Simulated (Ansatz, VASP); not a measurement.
# KZnF3: VASP beside Ansatz

File INCAR:

```
SYSTEM = KZnF3
PREC = Accurate ; ENCUT = 520
EDIFF = 1E-6 ; ISMEAR = 0
SIGMA = 0.1 ; LREAL = .FALSE.
LASPH = .TRUE. ; NELM = 80
ALGO = Normal ; ISIF = 2
LWAVE = .FALSE. ; LCHARG = .FALSE.
GGA = PS ; NBANDS = 29
```

File KPOINTS:

```
regular mesh
0
G
  4 4 4
  0 0 0
```

POSCAR

```
KZnF3
1.0
    4.0474167900      0.0000000000      0.0000000000
    0.0000000000      4.0474167900      0.0000000000
    0.0000000000      0.0000000000      4.0474167900
K Zn F
1 1 3
Direct
    0.0000000000      0.0000000000      0.0000000000
    0.5000000000      0.5000000000      0.5000000000
    0.0000000000      0.5000000000      0.5000000000
    0.5000000000      0.0000000000      0.5000000000
    0.5000000000      0.5000000000      0.0000000000
```

Input for Ansatz:

```yaml
crystal:
  lattice:
    - [4.04741679, 0.0, 0.0]
    - [0.0, 4.04741679, 0.0]
    - [0.0, 0.0, 4.04741679]
  atoms:
    - { symbol: K, position: [0.0, 0.0, 0.0] }
    - { symbol: Zn, position: [0.5, 0.5, 0.5] }
    - { symbol: F, position: [0.0, 0.5, 0.5] }
    - { symbol: F, position: [0.5, 0.0, 0.5] }
    - { symbol: F, position: [0.5, 0.5, 0.0] }
basis:
  ecutwfc: 420
kpoints:
  mp_grid: { grid: [4, 4, 4] }
hamiltonian:
  xc: pbesol
scf:
  occupations: { method: gaussian, width: 0.1 }
output:
  forces: true
  stress: true
  eigenvalues: true
```

Alike in both runs: task single point; functional PBEsol; k mesh 4 × 4 × 4; occupations gaussian, width 0.1 eV; no spin polarisation.

|  | VASP | Ansatz |
| --- | --- | --- |
| version | VASP 6.6.1 | Ansatz 0.2.0 |
| potentials or method | VASP PAW PBE potentials, release 64 (K_sv, Zn, F), cutoff 520 eV | scalar-relativistic, plane waves, PAW |
| valence electrons in the cell | 42 | 42 |

|  | VASP | Ansatz | Ansatz less VASP |
| --- | --- | --- | --- |
| gap on the k mesh at the Fermi level (eV) | 3.64 | 3.72 | +0.075 |
| least direct gap on the mesh (eV) | 5.51 | 5.55 | +0.041 |
| pressure (GPa) | 0.8 | 0.3 | -0.47 |

VASP's potentials were made for PBE, not for PBEsol. The functional is the same, so the differences come from potentials, cutoffs and numerics.
